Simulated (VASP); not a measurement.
Wanted: the native input for a VASP 6.6.1 run.

```yaml
Task: single point
Functional: PBE
Potentials_or_basis: VASP PAW PBE potentials, release 64 (Au)
Cutoff: 520 eV
k_mesh: 15 × 15 × 15
Occupations: fermi-dirac, width 0.0612256 eV
Spin: no spin polarisation
Dipole_correction: no
Further_INCAR_settings: ALGO = Normal; EDIFF = 1e-06; NBANDS = 12
```

The structure of Au lies in POSCAR:

```
Au
1.0
    0.0000000000      2.0505781063      2.0505781063
    2.0505781063      0.0000000000      2.0505781063
    2.0505781063      2.0505781063      0.0000000000
Au
1
Direct
    0.0000000000      0.0000000000      0.0000000000
```

The input as run:

INCAR

```
SYSTEM = Au
PREC = Accurate
ENCUT = 520
EDIFF = 1E-6
ISMEAR = -1
SIGMA = 0.06122561905347299
LREAL = .False.
LASPH = .True.
NELM = 100
ALGO = Normal
ISIF = 2
LWAVE = .False.
LCHARG = .False.
GGA = PE
NBANDS = 12
```

KPOINTS

```
Automatic mesh
0
Gamma
  15 15 15
  0 0 0
```

Potentials or basis: VASP PAW PBE potentials, release 64 (Au).

Command:

```sh
$ cat potpaw_PBE.64/Au/POTCAR > POTCAR
$ mpirun -np 1 vasp_std > vasp.out
```

Results of the run:

- Pressure: 6.1 GPa

It took 31 s on 1 thread of AMD EPYC 7R43 64-Core Processor (Zen 3), with other jobs on the host, peak memory 0.12 GiB.
